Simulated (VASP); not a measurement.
Input of a VASP 6.6.1 run:

The input INCAR:

```
SYSTEM = SnGe2
PREC = Accurate
ENCUT = 520
EDIFF = 1E-7
ISMEAR = -1
SIGMA = 0.15
LREAL = .False.
LASPH = .True.
NELM = 60
ALGO = Normal
ISIF = 2
LWAVE = .False.
LCHARG = .True.
LELF = .True.
LVHAR = .True.
NBANDS = 28
```

KPOINTS

```
Automatic mesh
0
Gamma
  12 12 12
  0 0 0
```

Contents of POSCAR:

```
SnGe2
1.0
    0.0000000000      3.2437136767      3.2437136767
    3.2437136767      0.0000000000      3.2437136767
    3.2437136767      3.2437136767      0.0000000000
Sn Ge
1 2
Direct
    0.0000000000      0.0000000000      0.0000000000
    0.7500000000      0.7500000000      0.7500000000
    0.2500000000      0.2500000000      0.2500000000
```

Potentials or basis: VASP PAW LDA potentials, release 64 (Sn_d, Ge_d).

Run with:

```sh
$ cat potpaw_LDA.64/Sn_d/POTCAR potpaw_LDA.64/Ge_d/POTCAR > POTCAR
$ mpirun -np 1 vasp_std > vasp.out
```

Q: Estimate the pressure.

A: 4.1 GPa.

Q: Estimate the band gap on the k mesh.

A: Zero (band 21 reaches 7.38 eV, above the bottom of band 22 at 5.57 eV).

Caveat: spin-orbit coupling is left out, which moves the levels of the heavy elements.
